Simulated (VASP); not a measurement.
# Bi (P6_3/mmc) in VASP: single point with PBE

Aim: the single point of Bi with PBE.

Program: VASP 6.6.1. These are calculated values, not measurements. Logs are shortened: lines on timing, memory, paths and dates and some standing lists are left out, and cuts for length are marked.

## (1) The cell of the first run

The structure is hexagonal, space group P6_3/mmc (No. 194). The conventional cell has a = 3.509 Å, b = 3.509 Å, c = 5.883 Å, α = 90.00°, β = 90.00°, γ = 120.00°. Bi (site symmetry -6m2) has 12 Bi at 3.51 to 3.57 Å within 4.6 Å.

## (2) Single point, PBE

The input, INCAR:

```
SYSTEM = Bi
ALGO = Normal ; EDIFF = 1E-6
ENCUT = 500 ; GGA = PE
GGA_COMPAT = .FALSE. ; ISIF = 2
ISMEAR = 0 ; LASPH = .TRUE.
LCHARG = .FALSE. ; LREAL = .FALSE.
LWAVE = .FALSE. ; NBANDS = 22
NELM = 120 ; PREC = Accurate
SIGMA = 0.05
```

The input, KPOINTS:

```
k-points
0
G
  6 6 4
  0 0 0
```

The input, POSCAR:

```
Bi
1.0
    3.5093683830      0.0000000000      0.0000000000
   -1.7546841915      3.0392021709      0.0000000000
    0.0000000000      0.0000000000      5.8831025303
Bi
2
Direct
    0.3333333333      0.6666666667      0.7500000000
    0.6666666667      0.3333333333      0.2500000000
```

Potentials or basis: VASP PAW PBE potentials, release 64 (Bi_d).

Launch:

```sh
$ cat potpaw_PBE.64/Bi_d/POTCAR > POTCAR
$ mpirun -np 1 vasp_std > vasp.out
```

OUTCAR:

```text
SYSTEM = Bi
   EDIFF = 1E-6
   ENCUT = 500
   GGA = PE
   ISIF = 2
   ISMEAR = 0
   LASPH = .TRUE.
   LREAL = .FALSE.
   NELM = 120
   PREC = Accurate

 ion  position               nearest neighbor table
   1  0.333  0.667  0.750-   2 3.57   2 3.57   2 3.57   2 3.57   2 3.57   2 3.57
   2  0.667  0.333  0.250-   1 3.57   1 3.57   1 3.57   1 3.57   1 3.57   1 3.57

  LATTYP: Found a hexagonal cell.
 ALAT       =     3.5093683830
 C/A-ratio  =     1.6763992514

  Lattice vectors:

 A1 = (   3.5093683830,   0.0000000000,   0.0000000000)
 A2 = (  -1.7546841915,   3.0392021709,   0.0000000000)
 A3 = (   0.0000000000,   0.0000000000,   5.8831025303)

Analysis of symmetry for initial positions (statically):
=====================================================================
 Subroutine PRICEL returns:
 Original cell was already a primitive cell.

 Routine SETGRP: Setting up the symmetry group for a
 hexagonal supercell.

 Subroutine GETGRP returns: Found 24 space group operations
 (whereof 12 operations were pure point group operations)
 out of a pool of 24 trial point group operations.

The static configuration has the point symmetry D_3d.
 The point group associated with its full space group is D_6h.

Analysis of symmetry for dynamics (positions and initial velocities):
=====================================================================
 Subroutine PRICEL returns:
 Original cell was already a primitive cell.

 Routine SETGRP: Setting up the symmetry group for a
 hexagonal supercell.

 Subroutine GETGRP returns: Found 24 space group operations
 (whereof 12 operations were pure point group operations)
 out of a pool of 24 trial point group operations.

The dynamic configuration has the point symmetry D_3d.
 The point group associated with its full space group is D_6h.

 Subroutine INISYM returns: Found 24 space group operations
 (whereof 12 operations are pure point group operations),
 and found     1 'primitive' translations

----------------------------------------------------------------------------------------

                                     Primitive cell

  volume of cell :      62.7473

[... 76 lines left out ...]
   ISTART =      0    job   : 0-new  1-cont  2-samecut
   ICHARG =      2    charge: 1-file 2-atom 10-const
   ISPIN  =      1    spin polarized calculation?
   LNONCOLLINEAR =      F non collinear calculations
   LSORBIT =      F    spin-orbit coupling
   LASPH  =      T    aspherical Exc in radial PAW
   ENCUT  =  500.0 eV  36.75 Ry    6.06 a.u.   6.40  6.40 10.73*2*pi/ulx,y,z
   NELM   =    120;   NELMIN=  2; NELMDL= -5     # of ELM steps
   EDIFF  = 0.1E-05   stopping-criterion for ELM
   LREAL  =      F    real-space projection
   EDIFFG = 0.1E-04   stopping-criterion for IOM
   NSW    =      0    number of steps for IOM
   IBRION =     -1    ionic relax: 0-MD 1-quasi-New 2-CG
   NFREE  =      0    steps in history (QN), initial steepest desc. (CG)
   ISIF   =      2    stress and relaxation
   ISYM   =      2    0-nonsym 1-usesym 2-fastsym
   POTIM  = 0.5000    time-step for ionic-motion
   TEBEG  =    0.0;   TEEND  =   0.0 temperature during run
   PSTRESS=    0.0 pullay stress
   NELECT =      30.0000    total number of electrons
   NUPDOWN=      -1.0000    fix difference up-down
   EMIN   =  10.00;   EMAX   =-10.00  energy-range for DOS
   EFERMI =   0.00;   METHOD = LEGACY
   ISMEAR =     0;   SIGMA  =   0.05  broadening in eV -4-tet -1-fermi 0-gaus
   EFERMI_NEDOS =   21; number of points for ismear=-14 and -15
   IALGO  =     38    algorithm
   IMIX   =      4    mixing-type and parameters
     AMIX     =   0.40;   BMIX     =  1.00
     AMIX_MAG =   1.60;   BMIX_MAG =  1.00
  volume/ion in A,a.u.               =      31.37       211.72
  Fermi-wavevector in a.u.,A,eV,Ry     =   1.280119  2.419074 22.295922  1.638704
  Thomas-Fermi vector in A             =   2.412565
   LORBIT       =      0    0 simple, 1 ext, 2 COOP (PROOUT), +10 PAW based schemes
   GGA     = PE    functional components
   LHFCALC =     F    Hartree Fock is set to
   AEXX    =    0.0000 exact exchange contribution
   IVDW    =     0    specifies the selected vdW correction
   LEPSILON=     F    determine dielectric tensor
   LRPA    =     F    only Hartree local field effects (RPA)
 non-spin polarized calculation
 Gauss-broadening in eV      SIGMA  =   0.05
  energy-cutoff  :      500.00
  volume of cell :       62.75
 maximum number of plane-waves:      1629
 NGX is ok and might be reduce to    28
   NGX = 13   NGY = 13   NGZ = 21

 number of electron      29.9999997 magnetization

 Free energy of the ion-electron system (eV)
  ---------------------------------------------------
  ext. energy  EPLUGINS =         0.00000000
  ---------------------------------------------------
  free energy    TOTEN  =        -7.60577093 eV

  energy without entropy =       -7.60481399  energy(sigma->0) =       -7.60529246

 E-fermi :   8.1938     XC(G=0): -10.2581

 val. band max:        8.1268048764   @ k =   0.5000   0.0000   0.0000
 cond. band min:       8.2281606635   @ k =   0.1667  -0.0000   0.0000
 fundamental gap:      0.1013557870
 Fermi energy:         8.1938050697

 k-point     1 :       0.0000    0.0000    0.0000
  band No.  band energies     occupation
      1     -15.2072      2.00000
      2     -15.2072      2.00000
      3     -15.2065      2.00000
      4     -15.1996      2.00000
      5     -15.1996      2.00000
      6     -15.1932      2.00000
[... 514 lines left out ...]
     21      15.4231      0.00000
     22      15.4231      0.00000

------------------------ aborting loop because EDIFF is reached ----------------------------------------

  FORCE on cell =-STRESS in cart. coord.  units (eV):
  Direction    XX          YY          ZZ          XY          YZ          ZX
  --------------------------------------------------------------------------------------
  -------------------------------------------------------------------------------------
  Total       -0.0604245     -0.0604245     -0.0748230      0.0000000      0.0000000      0.0000000
  in kB       -1.5428668     -1.5428668     -1.9105155      0.0000000      0.0000000      0.0000000
  external PRESSURE =      -1.6654164 kB  Pullay stress =       0.0000000 kB

 VOLUME and BASIS-vectors are now :
 -----------------------------------------------------------------------------
  energy-cutoff  :      500.00
  volume of cell :       62.75
      direct lattice vectors                 reciprocal lattice vectors
     3.509368383  0.000000000  0.000000000     0.284951561  0.164516861  0.000000000
    -1.754684191  3.039202171  0.000000000     0.000000000  0.329033721  0.000000000
     0.000000000  0.000000000  5.883102530     0.000000000  0.000000000  0.169978340

 POSITION                                       TOTAL-FORCE (eV/Angst)
 -----------------------------------------------------------------------------------
     -0.00000      2.02613      4.41233        -0.000000      0.000000      0.000000
      1.75468      1.01307      1.47078         0.000000     -0.000000      0.000000
 -----------------------------------------------------------------------------------
    total drift:                               -0.000000      0.000000     -0.000000

  FREE ENERGIE OF THE ION-ELECTRON SYSTEM (eV)
  ---------------------------------------------------
  free  energy   TOTEN  =        -7.6057709297 eV

  energy  without entropy=       -7.6048139868  energy(sigma->0) =       -7.60529246
```

OSZICAR:

```text
N       E                     dE             d eps       ncg     rms          rms(c)
DAV:   1     0.303493010696E+03    0.30349E+03   -0.16047E+04   930   0.165E+03
DAV:   2     0.181837034493E+02   -0.28531E+03   -0.27785E+03   942   0.440E+02
DAV:   3    -0.675079332170E+01   -0.24934E+02   -0.24724E+02  1136   0.142E+02
DAV:   4    -0.758043202735E+01   -0.82964E+00   -0.82921E+00  1146   0.282E+01
DAV:   5    -0.761467815845E+01   -0.34246E-01   -0.34246E-01  1340   0.515E+00    0.633E-01
DAV:   6    -0.760660813146E+01    0.80700E-02   -0.21502E-02  1112   0.171E+00    0.386E-01
DAV:   7    -0.760562292612E+01    0.98521E-03   -0.11818E-02  1104   0.120E+00    0.124E-01
DAV:   8    -0.760576350968E+01   -0.14058E-03   -0.82096E-04  1088   0.350E-01    0.134E-02
DAV:   9    -0.760577354760E+01   -0.10038E-04   -0.31181E-05  1420   0.565E-02    0.620E-03
DAV:  10    -0.760577087778E+01    0.26698E-05   -0.15898E-06   716   0.153E-02    0.479E-04
DAV:  11    -0.760577092971E+01   -0.51928E-07   -0.26486E-07   654   0.674E-03
   1 F= -.76057709E+01 E0= -.76052925E+01  d E =-.956943E-03
```

stdout:

```text
POSCAR found type information on POSCAR Bi
 POSCAR found :  1 types and       2 ions
 scaLAPACK will be used
 LDA part: xc-table for (Slater+PW92), standard interpolation
 POSCAR, INCAR and KPOINTS ok, starting setup
 FFT: planning ... GRIDC
 FFT: planning ... GRID_SOFT
 FFT: planning ... GRID
 WAVECAR not read
 entering main loop
```

It took 23 s on 1 thread of Intel Xeon 8259CL, shared host; peak memory 0.19 GiB.

Results:

```
Free energy            : -7.6058 eV
Pressure               : -0.2 GPa
Band gap on the k mesh : zero (band 15 reaches 12.15 eV, above the bottom of band 16 at 5.09 eV)
```

Caveat: spin-orbit coupling is left out, which moves the levels of the heavy elements.
